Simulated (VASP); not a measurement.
Crystal: GaN.

```
CELL_PARAMETERS angstrom
0.00000 2.25350 2.25350
2.25350 0.00000 2.25350
2.25350 2.25350 0.00000
ATOMIC_POSITIONS crystal
Ga 0.00000 0.00000 0.00000
N 0.25000 0.25000 0.25000
```

Program: VASP 6.6.1. Alike in all runs: task single point; potentials or basis VASP PAW PBE potentials, release 64 (Ga_d, N); no spin polarisation; cell as given; cutoff (eV) 520.

**Question.** Order these runs on this cell by their pressure, lowest first.
A. level PBE-based screened hybrid with 25 % exact exchange; k mesh 5 × 5 × 5; smearing fermi-dirac 0.05 eV; grid for exact exchange (PRECFOCK) Normal; share of exact exchange 0.25; screening parameter 0.3 1/Å
B. level PBE-based screened hybrid with 10 % exact exchange; k mesh 6 × 6 × 6; smearing fermi-dirac 0.05 eV; grid for exact exchange (PRECFOCK) Normal; share of exact exchange 0.1; screening parameter 0.20787 1/Å
C. level PBEsol-based global hybrid with 25 % exact exchange; k mesh 5 × 5 × 5; smearing fermi-dirac 0.05 eV; grid for exact exchange (PRECFOCK) Normal; share of exact exchange 0.25
D. level PBE; k mesh 10 × 10 × 10; smearing gaussian 0.011 eV

**Answer.** C (-5.9 GPa), A (-0.9 GPa), B (2.5 GPa), D (5.1 GPa).

Caveats: some runs use coarse meshes; the PAW data sets were made with another functional, which shifts forces and pressure a little (at least some runs); the cell stands under pressure (at least some runs).
